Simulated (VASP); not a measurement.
Write the native input for VASP 6.6.1 that does the following.

| Item | Value |
| --- | --- |
| Task | single point |
| Functional | PBEsol |
| Potentials or basis | VASP PAW PBE potentials, release 64 (Re) |
| Cutoff | 520 eV |
| k mesh | 10 × 10 × 10 |
| Occupations | gaussian, width 0.05 eV |
| Spin | no spin polarisation |
| Dipole correction | no |
| Further INCAR settings | ALGO = Normal; EDIFF = 1e-06; NBANDS = 10 |

The structure of Re lies in POSCAR:

```
Re
1.0
    2.5512426310      0.0000000000      0.0000000000
    0.0000000000      2.5512426310      0.0000000000
    0.0000000000      0.0000000000      2.5512426310
Re
1
Direct
    0.0000000000      0.0000000000      0.0000000000
```

One way to write it, as run:

INCAR

```
PREC = Accurate ; ENCUT = 520
EDIFF = 1E-6 ; ISMEAR = 0
SIGMA = 0.05 ; LREAL = False
LASPH = True ; NELM = 60
ALGO = Normal ; ISIF = 2
LWAVE = False ; LCHARG = False
GGA = PS ; NBANDS = 10
```

KPOINTS

```
regular mesh
0
Gamma
  10 10 10
```

Potentials or basis: VASP PAW PBE potentials, release 64 (Re).

Launch:

```console
$ cat potpaw_PBE.64/Re/POTCAR > POTCAR
$ mpirun -np 1 vasp_std > vasp.out
```

Results of the run:

The pressure is -0.8 GPa.

Caveat: the PAW data sets were made with another functional, which shifts forces and pressure a little.

Wall time 5.1 s on 1 thread of Intel(R) Xeon(R) Platinum 8375C CPU @ 2.90GHz (Ice Lake) (shared host), peak memory 0.13 GiB.
